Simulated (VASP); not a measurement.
# SmZn3I2 (R-3m) in VASP: further runs

Runs on SmZn3I2. Level: PBE. Tasks: single point.

Program: VASP 6.6.1. These are calculated values, not measurements. Logs are shortened: lines on timing, memory, paths and dates and some standing lists are left out, and cuts for length are marked.

**1. The cell of the first run**

The structure is trigonal, space group R-3m (No. 166). The conventional cell has a = 5.815 Å, b = 5.815 Å, c = 15.924 Å, α = 90.00°, β = 90.00°, γ = 120.00°. Sm (site symmetry -3m) has 6 Zn at 3.14 Å and 6 I at 3.41 Å within 4.1 Å. Zn (site symmetry 2/m) has 4 Zn at 2.91 Å and 2 Sm at 3.14 Å and 6 I at 3.57 to 3.65 Å within 3.8 Å. I (site symmetry 3m) has 3 Sm at 3.41 Å and 4 I at 3.56 to 4.13 Å and 9 Zn at 3.57 to 3.65 Å within 4.5 Å.

**2. Single point, PBE**

Contents of INCAR:

```
SYSTEM = SmZn3I2
PREC = Accurate
ENCUT = 500
EDIFF = 1E-6
ISMEAR = 0
SIGMA = 0.1
LREAL = .FALSE.
LASPH = .TRUE.
NELM = 200
ALGO = Normal
ISIF = 2
LWAVE = .FALSE.
LCHARG = .FALSE.
GGA = PE
NBANDS = 40
GGA_COMPAT = .FALSE.
LMAXMIX = 6
```

Contents of KPOINTS:

```
Automatic mesh
0
G
  6 6 6
  0 0 0
```

Contents of POSCAR:

```
SmZn3I2
1.0
    2.9075147663      1.6786544330      5.3078484145
   -2.9075147663      1.6786544330      5.3078484145
    0.0000000000     -3.3573088660      5.3078484145
Sm Zn I
1 3 2
Direct
    0.0000000000      0.0000000000      0.0000000000
    0.0000000000      0.5000000000      0.0000000000
    0.5000000000      0.0000000000      0.0000000000
    0.0000000000      0.0000000000      0.5000000000
    0.6297693228      0.6297693228      0.6297693228
    0.3702306772      0.3702306772      0.3702306772
```

Potentials or basis: VASP PAW PBE potentials, release 64 (Sm_3, Zn, I), 4f in core.

On the command line:

```sh
$ cat potpaw_PBE.64/Sm_3/POTCAR potpaw_PBE.64/Zn/POTCAR potpaw_PBE.64/I/POTCAR > POTCAR
$ mpirun -np 1 vasp_std > vasp.out
```

OUTCAR:

```text
SYSTEM = SmZn3I2
   PREC = Accurate
   ENCUT = 500
   EDIFF = 1E-6
   ISMEAR = 0
   LREAL = .FALSE.
   LASPH = .TRUE.
   NELM = 200
   ISIF = 2
   GGA = PE

 ion  position               nearest neighbor table
   1  0.000  0.000  0.000-   2 3.14   3 3.14   2 3.14   3 3.14   4 3.14   4 3.14   5 3.41   6 3.41
                             5 3.41   6 3.41   5 3.41   6 3.41
   2  0.000  0.500  0.000-   3 2.91   3 2.91   4 2.91   4 2.91   1 3.14   1 3.14
   3  0.500  0.000  0.000-   2 2.91   2 2.91   4 2.91   4 2.91   1 3.14   1 3.14
   4  0.000  0.000  0.500-   2 2.91   3 2.91   2 2.91   3 2.91   1 3.14   1 3.14
   5  0.630  0.630  0.630-   1 3.41   1 3.41   1 3.41   6 3.56   6 3.56   6 3.56
   6  0.370  0.370  0.370-   1 3.41   1 3.41   1 3.41   5 3.56   5 3.56   5 3.56

  LATTYP: Found a trigonal (rhomboedric) cell.
 ALAT       =     6.2805077512
 COS(alpha) =     0.5713682455

  Lattice vectors:

 A1 = (   2.9075147663,   1.6786544330,   5.3078484145)
 A2 = (  -2.9075147663,   1.6786544330,   5.3078484145)
 A3 = (   0.0000000000,  -3.3573088660,   5.3078484145)

Analysis of symmetry for initial positions (statically):
=====================================================================
 Subroutine PRICEL returns:
 Original cell was already a primitive cell.

 Routine SETGRP: Setting up the symmetry group for a
 trigonal (rhombohedral) supercell.

 Subroutine GETGRP returns: Found 12 space group operations
 (whereof 12 operations were pure point group operations)
 out of a pool of 12 trial point group operations.

The static configuration has the point symmetry D_3d.

Analysis of symmetry for dynamics (positions and initial velocities):
=====================================================================
 Subroutine PRICEL returns:
 Original cell was already a primitive cell.

 Routine SETGRP: Setting up the symmetry group for a
 trigonal (rhombohedral) supercell.

 Subroutine GETGRP returns: Found 12 space group operations
 (whereof 12 operations were pure point group operations)
 out of a pool of 12 trial point group operations.

The dynamic configuration has the point symmetry D_3d.

 Subroutine INISYM returns: Found 12 space group operations
 (whereof 12 operations are pure point group operations),
 and found     1 'primitive' translations

----------------------------------------------------------------------------------------

                                     Primitive cell

  volume of cell :     155.4365

[... 101 lines left out ...]
   NFREE  =      0    steps in history (QN), initial steepest desc. (CG)
   ISIF   =      2    stress and relaxation
   ISYM   =      2    0-nonsym 1-usesym 2-fastsym
   POTIM  = 0.5000    time-step for ionic-motion
   TEBEG  =    0.0;   TEEND  =   0.0 temperature during run
   PSTRESS=    0.0 pullay stress
   NELECT =      61.0000    total number of electrons
   NUPDOWN=      -1.0000    fix difference up-down
   EMIN   =  10.00;   EMAX   =-10.00  energy-range for DOS
   EFERMI =   0.00;   METHOD = LEGACY
   ISMEAR =     0;   SIGMA  =   0.10  broadening in eV -4-tet -1-fermi 0-gaus
   EFERMI_NEDOS =   21; number of points for ismear=-14 and -15
   IALGO  =     38    algorithm
   IMIX   =      4    mixing-type and parameters
     AMIX     =   0.40;   BMIX     =  1.00
     AMIX_MAG =   1.60;   BMIX_MAG =  1.00
  volume/ion in A,a.u.               =      25.91       174.82
  Fermi-wavevector in a.u.,A,eV,Ry     =   1.198580  2.264988 19.546056  1.436595
  Thomas-Fermi vector in A             =   2.334465
   LORBIT       =      0    0 simple, 1 ext, 2 COOP (PROOUT), +10 PAW based schemes
   GGA     = PE    functional components
   LHFCALC =     F    Hartree Fock is set to
   AEXX    =    0.0000 exact exchange contribution
   IVDW    =     0    specifies the selected vdW correction
   LEPSILON=     F    determine dielectric tensor
   LRPA    =     F    only Hartree local field effects (RPA)
 non-spin polarized calculation
 Gauss-broadening in eV      SIGMA  =   0.10
  energy-cutoff  :      500.00
  volume of cell :      155.44
 maximum number of plane-waves:      3974
 NGX is ok and might be reduce to    48
   NGX = 23   NGY = 23   NGZ = 23

 number of electron      61.0000022 magnetization

 Free energy of the ion-electron system (eV)
  ---------------------------------------------------
  ext. energy  EPLUGINS =         0.00000000
  ---------------------------------------------------
  free energy    TOTEN  =       -12.82188696 eV

  energy without entropy =      -12.80635740  energy(sigma->0) =      -12.81412218

 E-fermi :   4.5055     XC(G=0):  -9.8242

 val. band max:        4.4981130046   @ k =   0.5000   0.3333   0.1667
 cond. band min:       4.5457559831   @ k =  -0.3333   0.3333   0.3333
 fundamental gap:      0.0476429785
 Fermi energy:         4.5054598563

 k-point     1 :       0.0000    0.0000    0.0000
  band No.  band energies     occupation
      1     -37.5301      2.00000
      2     -16.9769      2.00000
      3     -16.9769      2.00000
      4     -16.8534      2.00000
      5      -9.9023      2.00000
      6      -8.5764      2.00000
[... 1021 lines left out ...]
     39       8.6775      0.00000
     40       9.1869      0.00000

 [... further k-points ...]

------------------------ aborting loop because EDIFF is reached ----------------------------------------

  FORCE on cell =-STRESS in cart. coord.  units (eV):
  Direction    XX          YY          ZZ          XY          YZ          ZX
  --------------------------------------------------------------------------------------
  -------------------------------------------------------------------------------------
  Total        0.1865582      0.1865582      0.2772852      0.0000000      0.0000000      0.0000000
  in kB        1.9229679      1.9229679      2.8581448      0.0000000      0.0000000      0.0000000
  external PRESSURE =       2.2346935 kB  Pullay stress =       0.0000000 kB

 VOLUME and BASIS-vectors are now :
 -----------------------------------------------------------------------------
  energy-cutoff  :      500.00
  volume of cell :      155.44
      direct lattice vectors                 reciprocal lattice vectors
     2.907514766  1.678654433  5.307848414     0.171968172  0.099285871  0.062800085
    -2.907514766  1.678654433  5.307848414    -0.171968172  0.099285871  0.062800085
     0.000000000 -3.357308866  5.307848414     0.000000000 -0.198571741  0.062800085

 POSITION                                       TOTAL-FORCE (eV/Angst)
 -----------------------------------------------------------------------------------
      0.00000      0.00000      0.00000        -0.000000      0.000000      0.000000
     -1.45376      0.83933      2.65392         0.000000      0.000000     -0.000000
      1.45376      0.83933      2.65392        -0.000000      0.000000      0.000000
      0.00000     -1.67865      2.65392        -0.000000      0.000000      0.000000
      0.00000      0.00000     10.02816        -0.000000      0.000000     -0.005819
      0.00000      0.00000      5.89538        -0.000000     -0.000000      0.005819
 -----------------------------------------------------------------------------------
    total drift:                               -0.000000     -0.000000      0.000000

  FREE ENERGIE OF THE ION-ELECTRON SYSTEM (eV)
  ---------------------------------------------------
  free  energy   TOTEN  =       -12.8218869596 eV

  energy  without entropy=      -12.8063573981  energy(sigma->0) =      -12.81412218
```

OSZICAR:

```text
N       E                     dE             d eps       ncg     rms          rms(c)
DAV:   1     0.447935931200E+03    0.44794E+03   -0.26158E+04  2560   0.163E+03
DAV:   2     0.280059728935E+02   -0.41993E+03   -0.40512E+03  2592   0.388E+02
DAV:   3    -0.117785416250E+02   -0.39785E+02   -0.38714E+02  3056   0.118E+02
DAV:   4    -0.131432521426E+02   -0.13647E+01   -0.13586E+01  2840   0.198E+01
DAV:   5    -0.131707062407E+02   -0.27454E-01   -0.27446E-01  3232   0.283E+00    0.680E+00
DAV:   6    -0.128493132850E+02    0.32139E+00   -0.13910E+00  3224   0.147E+01    0.429E+00
DAV:   7    -0.128258525728E+02    0.23461E-01   -0.19949E-01  2864   0.362E+00    0.201E+00
DAV:   8    -0.128215752989E+02    0.42773E-02   -0.21622E-02  2952   0.975E-01    0.294E-01
DAV:   9    -0.128218783255E+02   -0.30303E-03   -0.29091E-03  2816   0.411E-01    0.105E-01
DAV:  10    -0.128218813238E+02   -0.29984E-05   -0.30530E-04  2904   0.872E-02    0.365E-02
DAV:  11    -0.128218866083E+02   -0.52844E-05   -0.25681E-05  2848   0.318E-02    0.226E-02
DAV:  12    -0.128218869596E+02   -0.35138E-06   -0.59824E-06  2536   0.114E-02
   1 F= -.12821887E+02 E0= -.12814122E+02  d E =-.155296E-01
```

stdout:

```text
POSCAR found type information on POSCAR SmZnI
 POSCAR found :  3 types and       6 ions
 scaLAPACK will be used
 LDA part: xc-table for (Slater+PW92), standard interpolation
 POSCAR, INCAR and KPOINTS ok, starting setup
 FFT: planning ... GRIDC
 FFT: planning ... GRID_SOFT
 FFT: planning ... GRID
 WAVECAR not read
 entering main loop
```

Wall time 1.8 min (1 thread of Intel Xeon 6975P-C (Granite Rapids), shared host); peak memory 0.41 GiB.

Results:

```
Free energy            : -12.8219 eV
Pressure               : 0.2 GPa
Largest force          : 0.006 eV/Å
Band gap on the k mesh : zero (an odd number of electrons rules out a gap without spin polarisation)
```

Forces on the atoms (eV/Å):
```
Sm   0.000  0.000  0.000
Zn   0.000  0.000  0.000
Zn   0.000  0.000  0.000
Zn   0.000  0.000  0.000
I    0.000  0.000 -0.006
I    0.000  0.000  0.006
```

Levels at points of the mesh, in eV from the Fermi level:
```tsv
k point	band 28	band 29	band 30	band 31	band 32	band 33
(0.00, 0.00, 0.00)	-3.38	-1.77	-1.77	-0.74	1.06	1.06
(0.50, 0.00, 0.00)	-3.25	-2.74	-1.83	0.46	1.30	1.35
(0.50, 0.50, 0.00)	-2.42	-2.22	-0.56	-0.14	-0.08	0.55
(0.50, 0.50, 0.50)	-2.03	-1.97	-0.76	-0.76	-0.48	-0.48
```

Caveat: spin-orbit coupling is left out, which moves the levels of the heavy elements; the 4f electrons are frozen in the core, so they carry no moment and show no levels; the run has no spin polarisation, though such a crystal can be magnetic.

**3. Single point, PBE**

This run uses another cell than the first one, of 26.10 Å³/atom.

Contents of INCAR:

```
ALGO     = Normal         # electronic algorithm
EDIFF    = 1E-6           # SCF threshold, eV
ENCUT    = 500            # plane-wave cutoff, eV
GGA      = PE             # functional
GGA_COMPAT= F            
ISIF     = 2              # what is computed and relaxed
ISMEAR   = 0              # smearing method
LASPH    = T              # aspherical terms in the spheres
LCHARG   = F              # write CHGCAR
LMAXMIX  = 6              # l up to which the mixer works
LREAL    = F              # projectors in reciprocal space
LWAVE    = F              # write WAVECAR
NBANDS   = 40             # bands
NELM     = 200            # most SCF steps
PREC     = Accurate       # precision mode
SIGMA    = 0.1            # smearing width, eV
```

Contents of KPOINTS:

```
k-points
0
Gamma
  6 6 6
```

Contents of POSCAR:

```
SmZn3I2
1.0
    2.9283750131      1.6906981021      5.2726665617
   -2.9283750131      1.6906981021      5.2726665617
    0.0000000000     -3.3813962042      5.2726665617
Sm Zn I
1 3 2
Direct
    0.0000000000      0.0000000000      0.0000000000
    0.0000000000      0.5000000000      0.0000000000
    0.5000000000      0.0000000000      0.0000000000
    0.0000000000      0.0000000000      0.5000000000
    0.6342113070      0.6342113070      0.6342113070
    0.3657886930      0.3657886930      0.3657886930
```

Potentials or basis: VASP PAW PBE potentials, release 64 (Sm_3, Zn, I), 4f in core.

On the command line:

```sh
$ cat potpaw_PBE.64/Sm_3/POTCAR potpaw_PBE.64/Zn/POTCAR potpaw_PBE.64/I/POTCAR > POTCAR
$ mpirun -np 1 vasp_std > vasp.out
```

Run time: 1.8 min. Hardware: 1 thread of Intel Xeon 6975P-C (Granite Rapids), shared host; peak memory 0.42 GiB.

The run converged. Its results:

```yaml
Free_energy: -12.8144 eV
Pressure: 0.1 GPa
Largest_force: 0.077 eV/Å
Band_gap_on_the_k_mesh: zero (an odd number of electrons rules out a gap without spin polarisation)
```

Forces on the atoms (eV/Å):
```
Sm   0.000  0.000  0.000
Zn   0.000  0.000  0.000
Zn   0.000  0.000  0.000
Zn   0.000  0.000  0.000
I    0.000  0.000 -0.077
I    0.000  0.000  0.077
```

Stress tensor (GPa, compression positive):
```
-0.10  0.00  0.00
 0.00 -0.10  0.00
 0.00  0.00  0.47
```

Levels at points of the mesh, in eV from the Fermi level:
| k point | band 28 | band 29 | band 30 | band 31 | band 32 | band 33 |
| --- | --- | --- | --- | --- | --- | --- |
| (0.00, 0.00, 0.00) | -3.23 | -1.76 | -1.76 | -0.66 | 0.98 | 0.98 |
| (0.50, 0.00, 0.00) | -3.17 | -2.68 | -1.97 | 0.53 | 1.27 | 1.29 |
| (0.50, 0.50, 0.00) | -2.34 | -2.29 | -0.58 | -0.17 | -0.03 | 0.59 |
| (0.50, 0.50, 0.50) | -1.99 | -1.88 | -0.69 | -0.69 | -0.46 | -0.46 |

Caveat: spin-orbit coupling is left out, which moves the levels of the heavy elements; the 4f electrons are frozen in the core, so they carry no moment and show no levels; the run has no spin polarisation, though such a crystal can be magnetic.

The gap in the log of VASP goes by the Fermi energy; the results here count the filled bands.